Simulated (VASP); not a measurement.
Wanted: the native input for a VASP 6.6.1 run.

| Item | Value |
| --- | --- |
| Task | single point |
| Functional | PBE |
| Potentials or basis | VASP PAW PBE potentials, release 64 (Bi_d) |
| Cutoff | 520 eV |
| k mesh | 18 × 18 × 16 |
| Occupations | gaussian, width 0.1 eV |
| Spin | no spin polarisation |
| Dipole correction | no |
| Further INCAR settings | ALGO = Fast; EDIFF = 1e-06; NBANDS = 14 |

The structure of Bi lies in POSCAR:

```
Bi
1.0
    3.2717447552      0.0000000000      0.0000000000
    0.0000000000      3.2717447552      0.0000000000
    0.0000000000      0.0000000000      3.2828965818
Bi
1
Direct
    0.0000000000      0.0000000000      0.5000000000
```

This isn't the form of Bi at room conditions, which is rhombohedral.

One way to write it, as run:

INCAR

```
SYSTEM = Bi
PREC = Accurate ; ENCUT = 520
EDIFF = 1E-6 ; ISMEAR = 0
SIGMA = 0.1 ; LREAL = .FALSE.
LASPH = .TRUE. ; NELM = 80
ALGO = Fast ; ISIF = 2
LWAVE = .FALSE. ; LCHARG = .FALSE.
GGA = PE ; NBANDS = 14
```

KPOINTS

```
regular mesh
0
G
  18 18 16
  0 0 0
```

Potentials or basis: VASP PAW PBE potentials, release 64 (Bi_d).

Launch:

```bash
$ cat potpaw_PBE.64/Bi_d/POTCAR > POTCAR
$ mpirun -np 1 vasp_std > vasp.out
```

Results of the run:

```json
{
 "Pressure": "-0.1 GPa",
 "Band gap on the k mesh": "zero (an odd number of electrons rules out a gap without spin polarisation)"
}
```

Caveat: spin-orbit coupling is left out, which moves the levels of the heavy elements.

It took 48 s on 1 thread of Intel(R) Xeon(R) 6975P-C (Granite Rapids), with other jobs on the host, peak memory 0.31 GiB.
